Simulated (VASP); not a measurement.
Wanted: the native input for a VASP 6.6.1 run.

- Task: single point
- Functional: r2SCAN
- Potentials or basis: VASP PAW PBE potentials, release 64 (Si, C)
- Cutoff: 520 eV
- k mesh: 12 × 12 × 12
- Occupations: gaussian, width 0.05 eV
- Spin: no spin polarisation
- Dipole correction: no
- Further INCAR settings: ALGO = Normal; EDIFF = 1e-06; NBANDS = 11

SiC:

```
CELL_PARAMETERS angstrom
0.00000 2.17400 2.17400
2.17400 0.00000 2.17400
2.17400 2.17400 0.00000
ATOMIC_POSITIONS crystal
Si 0.10350 0.10350 0.82332
C 0.75000 0.75000 0.75000
```

This cell differs from its parent crystal: atom 1 (Si) moved by (-0.225, +0.450) A along [1 1 0] and z.

One way to write it, as run:

POSCAR

```
SiC
1.0
    0.0000000000      2.1740000000      2.1740000000
    2.1740000000      0.0000000000      2.1740000000
    2.1740000000      2.1740000000      0.0000000000
Si C
1 1
Direct
    0.1034958602      0.1034958602     -0.1766784847
    0.7500000000      0.7500000000      0.7500000000
```

INCAR.step1

```
ALGO = Normal
EDIFF = 1E-4
ENCUT = 520
GGA = PE
ISMEAR = 0
LASPH = T
LCHARG = F
LREAL = F
LWAVE = T
NBANDS = 11
NELM = 100
PREC = Accurate
SIGMA = 0.05
```

INCAR.step2

```
ALGO = Normal
EDIFF = 1E-6
ENCUT = 520
ISIF = 2
ISMEAR = 0
ISTART = 1
LASPH = T
LCHARG = T
LELF = T
LMIXTAU = T
LREAL = F
LVHAR = T
LWAVE = F
METAGGA = R2SCAN
NBANDS = 11
NELM = 100
PREC = Accurate
SIGMA = 0.05
```

KPOINTS

```
k-points
0
Gamma
  12 12 12
```

Potentials or basis: VASP PAW PBE potentials, release 64 (Si, C).

Launch:

```console
$ cat potpaw_PBE.64/Si/POTCAR potpaw_PBE.64/C/POTCAR > POTCAR
$ cp INCAR.step1 INCAR
$ mpirun -np 1 vasp_std > vasp.out
$ cp INCAR.step2 INCAR
$ mpirun -np 1 vasp_std > vasp.out
```

It gave:

```
Pressure               : 21.8 GPa
Largest force          : 5.967 eV/Å
Band gap on the k mesh : zero (band 4 reaches 9.58 eV, above the bottom of band 5 at 9.15 eV)
```

Caveat: the cell differs from its parent crystal (atom 1 (Si) moved by (-0.225, +0.450) A along [1 1 0] and z); the PAW data sets were made with another functional, which shifts forces and pressure a little.

Run time: 3.3 min on 1 thread of Intel(R) Xeon(R) Platinum 8488C (Sapphire Rapids), with other jobs on the host, peak memory 0.22 GiB.
